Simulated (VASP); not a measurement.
# I (Im-3m) in VASP: further runs, part 2 of 2

VASP 6.6.1. Earlier steps stand in the parts before.

## (3) Single point, PBE

This run uses another cell than the first one, of 34.54 Å³/atom, 1.021 times its volume.

File INCAR:

```
  ALGO = Normal
  EDIFF = 1E-6
  ENCUT = 520
  GGA = PE
  ISIF = 2
  ISMEAR = -1
  LASPH = True
  LCHARG = False
  LREAL = False
  LWAVE = False
  NBANDS = 10
  NELM = 100
  PREC = Accurate
  SIGMA = 0.06122561905347299
```

File KPOINTS:

```
k-points
0
Gamma
  37 37 37
```

File POSCAR:

```
I
1.0
   -2.0516211012      2.0516211012      2.0516211012
    2.0516211012     -2.0516211012      2.0516211012
    2.0516211012      2.0516211012     -2.0516211012
I
1
Direct
    0.0000000000      0.0000000000      0.0000000000
```

Potentials or basis: VASP PAW PBE potentials, release 64 (I).

Started as:

```
> cat potpaw_PBE.64/I/POTCAR > POTCAR
> mpirun -np 1 vasp_std > vasp.out
```

OUTCAR:

```text
EDIFF = 1E-6
   ENCUT = 520
   GGA = PE
   ISIF = 2
   ISMEAR = -1
   LASPH = True
   LREAL = False
   NELM = 100
   PREC = Accurate

 ion  position               nearest neighbor table
   1  0.000  0.000  0.000-

  LATTYP: Found a body centered cubic cell.
 ALAT       =     4.1032422024

  Lattice vectors:

 A1 = (  -2.0516211012,   2.0516211012,   2.0516211012)
 A2 = (   2.0516211012,  -2.0516211012,   2.0516211012)
 A3 = (   2.0516211012,   2.0516211012,  -2.0516211012)

Analysis of symmetry for initial positions (statically):
=====================================================================
 Subroutine PRICEL returns:
 Original cell was already a primitive cell.

 Routine SETGRP: Setting up the symmetry group for a
 body centered cubic supercell.

 Subroutine GETGRP returns: Found 48 space group operations
 (whereof 48 operations were pure point group operations)
 out of a pool of 48 trial point group operations.

The static configuration has the point symmetry O_h .

Analysis of symmetry for dynamics (positions and initial velocities):
=====================================================================
 Subroutine PRICEL returns:
 Original cell was already a primitive cell.

 Routine SETGRP: Setting up the symmetry group for a
 body centered cubic supercell.

 Subroutine GETGRP returns: Found 48 space group operations
 (whereof 48 operations were pure point group operations)
 out of a pool of 48 trial point group operations.

The dynamic configuration has the point symmetry O_h .

 Subroutine INISYM returns: Found 48 space group operations
 (whereof 48 operations are pure point group operations),
 and found     1 'primitive' translations

----------------------------------------------------------------------------------------

                                     Primitive cell

[... 104 lines left out ...]
   EFERMI_NEDOS =   21; number of points for ismear=-14 and -15
   IALGO  =     38    algorithm
   IMIX   =      4    mixing-type and parameters
     AMIX     =   0.40;   BMIX     =  1.00
     AMIX_MAG =   1.60;   BMIX_MAG =  1.00
  volume/ion in A,a.u.               =      34.54       233.10
  Fermi-wavevector in a.u.,A,eV,Ry     =   0.961591  1.817143 12.580724  0.924657
  Thomas-Fermi vector in A             =   2.090976
   LORBIT       =      0    0 simple, 1 ext, 2 COOP (PROOUT), +10 PAW based schemes
   GGA     = PE    functional components
   LHFCALC =     F    Hartree Fock is set to
   AEXX    =    0.0000 exact exchange contribution
   IVDW    =     0    specifies the selected vdW correction
   LEPSILON=     F    determine dielectric tensor
   LRPA    =     F    only Hartree local field effects (RPA)
 non-spin polarized calculation
  energy-cutoff  :      520.00
  volume of cell :       34.54
 maximum number of plane-waves:       959
   NGX = 13   NGY = 13   NGZ = 13

 number of electron       7.0000001 magnetization

 Free energy of the ion-electron system (eV)
  ---------------------------------------------------
  ext. energy  EPLUGINS =         0.00000000
  ---------------------------------------------------
  free energy    TOTEN  =        -1.06150554 eV

  energy without entropy =       -1.03881473  energy(sigma->0) =       -1.05016013

 E-fermi :   4.8004     XC(G=0):  -9.1694

 val. band max:        4.7990365244   @ k =  -0.3514  -0.4865   0.0811
 cond. band min:       4.8004439290   @ k =  -0.4324  -0.4865   0.0811
 fundamental gap:      0.0014074045
 Fermi energy:         4.8003548973

 k-point     1 :       0.0000    0.0000    0.0000
  band No.  band energies     occupation
      1      -8.8410      2.00000
      2       5.6746      0.00000
      3       5.6746      0.00000
      4       5.6746      0.00000
      5      11.9149      0.00000
      6      14.5533      0.00000
      7      14.5533      0.00000
      8      14.5533      0.00000
      9      16.8525      0.00000
     10      16.8525      0.00000
[... 287 lines left out ...]
 k-point    24 :       0.1351    0.0270    0.0000
  band No.  band energies     occupation
      1      -8.5852      2.00000
      2       4.1648      1.99994
      3       5.2317      0.00174
      4       5.5839      0.00001
      5      12.6333      0.00000
      6      13.5979      0.00000
      7      14.2587      0.00000
      8      15.7052      0.00000
      9      15.8939      0.00000
     10      16.3755      0.00000

 [... further k-points ...]
[... 5 lines left out ...]
  --------------------------------------------------------------------------------------
  -------------------------------------------------------------------------------------
  Total        0.2146418      0.2146418      0.2146418      0.0000000     -0.0000000      0.0000000
  in kB        9.9557350      9.9557350      9.9557350      0.0000000     -0.0000000      0.0000000
  external PRESSURE =       9.9557350 kB  Pullay stress =       0.0000000 kB

 VOLUME and BASIS-vectors are now :
 -----------------------------------------------------------------------------
  energy-cutoff  :      520.00
  volume of cell :       34.54
      direct lattice vectors                 reciprocal lattice vectors
    -2.051621101  2.051621101  2.051621101     0.000000000  0.243709718  0.243709718
     2.051621101 -2.051621101  2.051621101     0.243709718  0.000000000  0.243709718
     2.051621101  2.051621101 -2.051621101     0.243709718  0.243709718  0.000000000

 POSITION                                       TOTAL-FORCE (eV/Angst)
 -----------------------------------------------------------------------------------
      0.00000      0.00000      0.00000         0.000000     -0.000000      0.000000
 -----------------------------------------------------------------------------------
    total drift:                                0.000000      0.000000     -0.000000

  FREE ENERGIE OF THE ION-ELECTRON SYSTEM (eV)
  ---------------------------------------------------
  free  energy   TOTEN  =        -1.0615055366 eV

  energy  without entropy=       -1.0388147265  energy(sigma->0) =       -1.05016013
```

OSZICAR:

```text
N       E                     dE             d eps       ncg     rms          rms(c)
DAV:   1     0.195291196621E+02    0.19529E+02   -0.25154E+03 26616   0.500E+02
DAV:   2    -0.303977546910E+00   -0.19833E+02   -0.19340E+02 34462   0.835E+01
DAV:   3    -0.105426553720E+01   -0.75029E+00   -0.73568E+00 33924   0.161E+01
DAV:   4    -0.106012608367E+01   -0.58605E-02   -0.58579E-02 32958   0.176E+00
DAV:   5    -0.106019678859E+01   -0.70705E-04   -0.70703E-04 33140   0.176E-01    0.390E+00
DAV:   6    -0.106071376701E+01   -0.51698E-03   -0.12859E-03 31706   0.187E-01    0.237E+00
DAV:   7    -0.106150039902E+01   -0.78663E-03   -0.25323E-03 30122   0.271E-01    0.941E-02
DAV:   8    -0.106150461213E+01   -0.42131E-05   -0.10561E-04 30540   0.518E-02    0.171E-02
DAV:   9    -0.106150553662E+01   -0.92449E-06   -0.27260E-06 34210   0.111E-02
   1 F= -.10615055E+01 E0= -.10501601E+01  d E =-.226908E-01
```

It took 3.6 min on 1 thread of Oxide Virtual Turin-like, shared host; peak memory 0.48 GiB.

Results:

```yaml
Free_energy: -1.0615 eV
Pressure: 1.0 GPa
```

Caveat: spin-orbit coupling is left out, which moves the levels of the heavy elements; an odd number of electrons without spin polarisation forces a metal; a magnetic or distorted state may lie lower.

## (4) Single point, PBE

This run uses another cell than the first one, of 35.26 Å³/atom, 1.043 times its volume.

File INCAR:

```
SYSTEM = I
PREC     = Accurate       ! precision mode
ENCUT    = 520            ! plane-wave cutoff, eV
EDIFF    = 1E-6           ! SCF threshold, eV
ISMEAR   = -1             ! smearing method
SIGMA    = 0.06122561905347299 ! smearing width, eV
LREAL    = .False.        ! projectors in reciprocal space
LASPH    = .True.         ! aspherical terms in the spheres
NELM     = 100            ! most SCF steps
ALGO     = Normal         ! electronic algorithm
ISIF     = 2              ! what is computed and relaxed
LWAVE    = .False.        ! write WAVECAR
LCHARG   = .True.         ! write CHGCAR
GGA      = PE             ! functional
LELF     = .True.         ! ELF
LVHAR    = .True.       
NBANDS   = 10             ! bands
```

File KPOINTS:

```
regular mesh
0
Gamma
  37 37 37
  0 0 0
```

File POSCAR:

```
I
1.0
   -2.0657706594      2.0657706594      2.0657706594
    2.0657706594     -2.0657706594      2.0657706594
    2.0657706594      2.0657706594     -2.0657706594
I
1
Direct
    0.0000000000      0.0000000000      0.0000000000
```

Started as:

```
> cat potpaw_PBE.64/I/POTCAR > POTCAR
> mpirun -np 1 vasp_std > vasp.out
```

Run time: 3.4 min. Hardware: 1 thread of Oxide Virtual Turin-like, shared host; peak memory 0.48 GiB.

It converged, with:

| Property | Result |
| --- | --- |
| Free energy | -1.0648 eV |
| Pressure | 0.4 GPa |

Levels at points of the mesh, in eV from the Fermi level:
```
           k point  band 1  band 2  band 3  band 4  band 5  band 6  band 7  band 8
(0.00, 0.00, 0.00)  -13.51    0.84    0.84    0.84    7.00    9.75    9.75    9.75
```

Caveat: spin-orbit coupling is left out, which moves the levels of the heavy elements; an odd number of electrons without spin polarisation forces a metal; a magnetic or distorted state may lie lower.

## (5) Overview

```tsv
cell	gap on the mesh (eV)	pressure (GPa)
a = 3.529 Å, angles 109.5°, 1 atom	none	1.7
a = 3.554 Å, angles 109.5°, 1 atom	none	1.0
a = 3.578 Å, angles 109.5°, 1 atom	none	0.4
```

Alike in all rows: task single point; level PBE; potentials or basis VASP PAW PBE potentials, release 64 (I); no spin polarisation; k mesh 37 × 37 × 37; cutoff (eV) 520; smearing fermi-dirac 0.0612256 eV.

Caveats: spin-orbit coupling is left out, which moves the levels of the heavy elements; an odd number of electrons without spin polarisation forces a metal; a magnetic or distorted state may lie lower.

Absolute energies hang on the potentials; compare differences alone.
